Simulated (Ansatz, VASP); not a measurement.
**One calculation of Ti3Si, two programs**

POSCAR

```
Ti3Si
1.0
    4.4467910000      0.0000000000      0.0000000000
    2.2233955000      3.8510339713      0.0000000000
    2.2233955000      1.2836779904      3.6307896476
Ti Si
3 1
Direct
    0.7500000000      0.7500000000      0.7500000000
    0.2500000000      0.2500000000      0.2500000000
    0.0000000000      0.0000000000      0.0000000000
    0.5000000000      0.5000000000      0.5000000000
```

The input INCAR.step1:

```
SYSTEM = Ti3Si
PREC = Accurate
ENCUT = 520
ISMEAR = -1
SIGMA = 0.1
LREAL = .False.
LASPH = .True.
NELM = 80
NBANDS = 28
GGA = PE
ALGO = Normal
EDIFF = 1E-4
LWAVE = .True.
LCHARG = .False.
```

The input INCAR.step2:

```
SYSTEM = Ti3Si
PREC = Accurate
ENCUT = 520
EDIFF = 1E-7
ISMEAR = -1
SIGMA = 0.1
LREAL = .False.
LASPH = .True.
NELM = 80
ALGO = Normal
ISIF = 2
LWAVE = .False.
LCHARG = .False.
METAGGA = R2SCAN
LMIXTAU = .True.
NBANDS = 28
ISTART = 1
```

File KPOINTS:

```
Automatic mesh
0
Gamma
  7 7 7
  0 0 0
```

Input for Ansatz:

```yaml
crystal:
  lattice:
    - [4.446791, 0.0, 0.0]
    - [2.2233955000000005, 3.8510339713200077, 0.0]
    - [2.2233955000000005, 1.2836779904400029, 3.6307896476001833]
  atoms:
    - { symbol: Ti, position: [0.7499999999999997, 0.7500000000000001, 0.75] }
    - { symbol: Ti, position: [0.25000000000000006, 0.25, 0.25] }
    - { symbol: Ti, position: [0.0, 0.0, 0.0] }
    - { symbol: Si, position: [0.5000000000000001, 0.5, 0.5] }
basis:
  ecutwfc: 500.0
kpoints:
  mp_grid:
    grid: [7, 7, 7]
hamiltonian:
  xc: r2scan
scf:
  occupations:
    method: fermi_dirac
    width: 0.1
output:
  stress: true
```

Alike in both runs: task single point; functional r2SCAN; k mesh 7 × 7 × 7; occupations fermi-dirac, width 0.1 eV; no spin polarisation.

|  | VASP | Ansatz |
| --- | --- | --- |
| version | VASP 6.6.1 | Ansatz 0.2.0 |
| potentials or method | VASP PAW PBE potentials, release 64 (Ti_sv, Si), cutoff 520 eV | plane waves, PAW |
| valence electrons in the cell | 40 | 40 |

|  | VASP | Ansatz | Ansatz less VASP |
| --- | --- | --- | --- |
| pressure (GPa) | -1.4 | -1.9 | -0.50 |

VASP's potentials were made for PBE, not for r2SCAN.
